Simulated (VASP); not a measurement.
Wanted: the native input for a VASP 6.6.1 run.

- Task: single point
- Functional: LDA
- Potentials or basis: VASP PAW LDA potentials, release 64 (Ti_sv, Os)
- Cutoff: 520 eV
- k mesh: 7 × 7 × 7
- Occupations: fermi-dirac, width 0.05 eV
- Spin: no spin polarisation
- Dipole correction: no
- Further INCAR settings: ALGO = Normal; EDIFF = 1e-06; NBANDS = 17

The structure of TiOs lies in POSCAR:

```
TiOs
1.0
    3.0421107958      0.0000000000      0.0000000000
    0.0000000000      3.0421107958      0.0000000000
    0.0000000000      0.0000000000      3.0421107958
Ti Os
1 1
Direct
    0.0000000000      0.0000000000      0.0000000000
    0.5000000000      0.5000000000      0.5000000000
```

These files were run (other wordings do the same):

INCAR

```
SYSTEM = TiOs
  PREC = Accurate
  ENCUT = 520
  EDIFF = 1E-6
  ISMEAR = -1
  SIGMA = 0.05
  LREAL = .False.
  LASPH = .True.
  NELM = 80
  ALGO = Normal
  ISIF = 2
  LWAVE = .False.
  LCHARG = .False.
  GGA = CA
  NBANDS = 17
```

KPOINTS

```
Automatic mesh
0
Gamma
  7 7 7
  0 0 0
```

Potentials or basis: VASP PAW LDA potentials, release 64 (Ti_sv, Os).

Command:

```console
$ cat potpaw_LDA.64/Ti_sv/POTCAR potpaw_LDA.64/Os/POTCAR > POTCAR
$ mpirun -np 1 vasp_std > vasp.out
```

Results of the run:

| Quantity | Value |
| --- | --- |
| Pressure | 0.3 GPa |
| Band gap on the k mesh | zero (band 10 reaches 9.86 eV, above the bottom of band 11 at 9.53 eV) |

Caveat: spin-orbit coupling is left out, which moves the levels of the heavy elements.

Run time: 5.8 s on 1 thread of Intel Xeon 6975P-C, with other jobs on the host, peak memory 0.13 GiB.
